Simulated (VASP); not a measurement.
Set up this calculation in VASP 6.6.1, as the native input.

```yaml
Task: relaxation of cell and atoms
Functional: LDA
Potentials_or_basis: VASP PAW LDA potentials, release 64 (Te, Pb_d)
Cutoff: 600 eV
k_mesh: 6 × 6 × 6
Occupations: gaussian, width 0.01 eV
Spin: no spin polarisation
Target_pressure: 7 GPa
Dipole_correction: no
Further_INCAR_settings: ALGO = Normal; EDIFF = 1e-06; IBRION = 2; EDIFFG = -0.002; NSW = 100; ISIF = 3
```

The structure of TePb lies in POSCAR:

```
TePb
1.0
    0.0000000000      3.1908987395      3.1908987395
    3.1908987395      0.0000000000      3.1908987395
    3.1908987395      3.1908987395      0.0000000000
Te Pb
1 1
Direct
    0.5000000000      0.5000000000      0.5000000000
    0.0000000000      0.0000000000      0.0000000000
```

One way to write it, as run:

INCAR

```
  ALGO = Normal
  EDIFF = 1E-6
  EDIFFG = -0.002
  ENCUT = 600
  GGA = CA
  IBRION = 2
  ISIF = 3
  ISMEAR = 0
  LASPH = True
  LCHARG = False
  LREAL = False
  LWAVE = False
  NELM = 100
  NSW = 100
  PREC = Accurate
  PSTRESS = 70.0
  SIGMA = 0.01
```

KPOINTS

```
k-points
0
Gamma
  6 6 6
```

Potentials or basis: VASP PAW LDA potentials, release 64 (Te, Pb_d).

Command:

```bash
$ cat potpaw_LDA.64/Te/POTCAR potpaw_LDA.64/Pb_d/POTCAR > POTCAR
$ mpirun -np 1 vasp_std > vasp.out
```

Results of the run:

```yaml
Relaxed_volume: 29.14 Å³/atom
Relaxed_cell: a = 4.352 Å, b = 4.352 Å, c = 4.352 Å, α = 60.00°, β = 60.00°, γ = 60.00°
Space_group_after_relaxing_to_0.05_Å: Fm-3m (No. 225)
Energy_change_on_relaxing_the_enthalpy_is_what_falls: +67.3 meV/atom
Ionic_steps: 8
Pressure_after_relaxing: 7.0 GPa
Band_gap_on_the_k_mesh: 0.27 eV, direct
```

Caveat: the cell is relaxed towards a set pressure, so the enthalpy falls and the energy may rise; spin-orbit coupling is left out, which moves the levels of the heavy elements.

Wall time 40 s on 1 thread of Intel(R) Xeon(R) 6975P-C (Granite Rapids), with other jobs on the host, peak memory 0.17 GiB.
